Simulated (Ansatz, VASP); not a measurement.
# Si2As2O: VASP beside Ansatz

The input INCAR:

```
SYSTEM = Si2As2O
  PREC = Accurate
  ENCUT = 600
  EDIFF = 1E-6
  ISMEAR = 0
  SIGMA = 0.1
  LREAL = .FALSE.
  LASPH = .TRUE.
  NELM = 80
  ALGO = Normal
  ISIF = 3
  LWAVE = .FALSE.
  LCHARG = .FALSE.
  GGA = PE
  IBRION = 2
  NSW = 100
  EDIFFG = -0.01
```

KPOINTS

```
Automatic mesh
0
G
  12 12 8
  0 0 0
```

The input POSCAR:

```
Si2As2O
1.0
    4.3462416963      0.0000000000      0.0000000000
   -2.1731208482      3.7639557200      0.0000000000
    0.0000000000      0.0000000000      5.1997628460
Si As O
2 2 1
Direct
    0.3333333333      0.6666666667      0.5000000000
    0.6666666667      0.3333333333      0.5000000000
    0.3333333333      0.6666666667      0.0000000000
    0.6666666667      0.3333333333      0.0000000000
    0.0000000000      0.0000000000      0.5000000000
```

Input for Ansatz:

```yaml
crystal:
  lattice:
    - [4.3462416963, 0.0, 0.0]
    - [-2.1731208482, 3.76395572, 0.0]
    - [0.0, 0.0, 5.199762846]
  atoms:
    - { symbol: Si, position: [0.3333333333, 0.6666666667, 0.5] }
    - { symbol: Si, position: [0.6666666667, 0.3333333333, 0.5] }
    - { symbol: As, position: [0.3333333333, 0.6666666667, 0.0] }
    - { symbol: As, position: [0.6666666667, 0.3333333333, 0.0] }
    - { symbol: O, position: [0.0, 0.0, 0.5] }
basis:
  ecutwfc: 420
kpoints:
  mp_grid: { grid: [12, 12, 8] }
hamiltonian:
  xc: pbe
scf:
  occupations: { method: gaussian, width: 0.1 }
output:
  forces: true
  stress: true
  eigenvalues: true
relax:
  adjacent_minimum: "off"
  f_tol: 0.01
  max_steps: 80
  cell: { stress_tol: 0.05 }
```

Alike in both runs: task relaxation of cell and atoms; functional PBE; k mesh 12 × 12 × 8; occupations gaussian, width 0.1 eV; no spin polarisation.

|  | VASP | Ansatz |
| --- | --- | --- |
| version | VASP 6.6.1 | Ansatz 0.2.0 |
| potentials or method | VASP PAW PBE potentials, release 64 (Si, As, O), cutoff 600 eV | scalar-relativistic, plane waves, PAW |
| valence electrons in the cell | 24 | 44 |

Ansatz gave:

- gap on the k mesh at the Fermi level, each at its own relaxed structure (eV): none
- relaxed volume (Å³/atom): 16.90
- relaxed length of the cell vector where the two differ most in proportion (Å): 4.333

**Question.** What did VASP give for the same quantities?

**Answer.** gap on the k mesh at the Fermi level, each at its own relaxed structure (eV): none; relaxed volume (Å³/atom): 16.92; relaxed length of the cell vector where the two differ most in proportion (Å): 4.334.

A gap of «none» marks a metal or a gap that the smearing closes. VASP's potentials hold 24 valence electrons a cell and Ansatz's 44, so a difference there can come from the potentials and not from the codes.
